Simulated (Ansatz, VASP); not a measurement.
## One calculation of Mg, two programs

```
Mg
1.0
     3.20927    0.00000    0.00000
    -1.60464    2.77931    0.00000
     0.00000    0.00000    5.21033
Mg
2
Direct
  0.11216 0.50476 0.25000
  0.66667 0.33333 0.75000
```

Alike in both runs: task single point; functional PBEsol; k mesh 18 × 18 × 10; occupations gaussian, width 0.15 eV; no spin polarisation.

|  | VASP | Ansatz |
| --- | --- | --- |
| version | VASP 6.6.1 | Ansatz 0.2.0 |
| potentials or method | VASP PAW PBE potentials, release 64 (Mg), cutoff 520 eV | scalar-relativistic, plane waves, PAW |
| valence electrons in the cell | 4 | 20 |

Ansatz gave:

| Item | Value |
| --- | --- |
| gap on the k mesh at the Fermi level (eV) | none |
| pressure (GPa) | -0.1 |
| traceless stress, the component that is largest in VASP (GPa) | 2.38 |
| rms of the force components (eV/Å) | 0.305 |

Q: Estimate VASP's values.

A: gap on the k mesh at the Fermi level (eV): none; pressure (GPa): -0.2; traceless stress, the component that is largest in VASP (GPa): 2.40; rms of the force components (eV/Å): 0.307.

VASP's potentials were made for PBE, not for PBEsol. Atom by atom the forces differ by 0.002 eV/Å (rms over components). A gap of «none» marks a metal or a gap that the smearing closes. With one functional, cell and mesh, what is left measures potentials, basis and numerics. VASP's potentials hold 4 valence electrons a cell and Ansatz's 20, so a difference there can come from the potentials and not from the codes.
